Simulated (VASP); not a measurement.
A run of VASP 6.6.1:

INCAR

```
SYSTEM = NaI
PREC = Accurate ; ENCUT = 520
EDIFF = 1E-6 ; ISMEAR = -1
SIGMA = 0.02 ; LREAL = .False.
LASPH = .True. ; NELM = 100
ALGO = Normal ; ISIF = 2
LWAVE = .False. ; LCHARG = .False.
GGA = PE ; NBANDS = 14
```

KPOINTS

```
regular mesh
0
Gamma
  6 6 6
  0 0 0
```

Contents of POSCAR:

```
NaI
1.0
    0.0000000000      3.3989837796      3.3989837796
    3.3989837796      0.0000000000      3.3989837796
    3.3989837796      3.3989837796      0.0000000000
Na I
1 1
Direct
    0.0000000000      0.0000000000      0.0000000000
    0.2500000000      0.2500000000      0.2500000000
```

Potentials or basis: VASP PAW PBE potentials, release 64 (Na_pv, I).

Command:

```sh
$ cat potpaw_PBE.64/Na_pv/POTCAR potpaw_PBE.64/I/POTCAR > POTCAR
$ mpirun -np 1 vasp_std > vasp.out
```

Hardware: 1 thread of Intel(R) Xeon(R) Platinum 8488C (Sapphire Rapids), on a shared host.

Problem. Estimate the wall time of this run.

Solution. Run time: 13 s on 1 thread of Intel(R) Xeon(R) Platinum 8488C (Sapphire Rapids) (shared host), peak memory 0.2 GiB. Counts: scf iterations 13, k points 16.
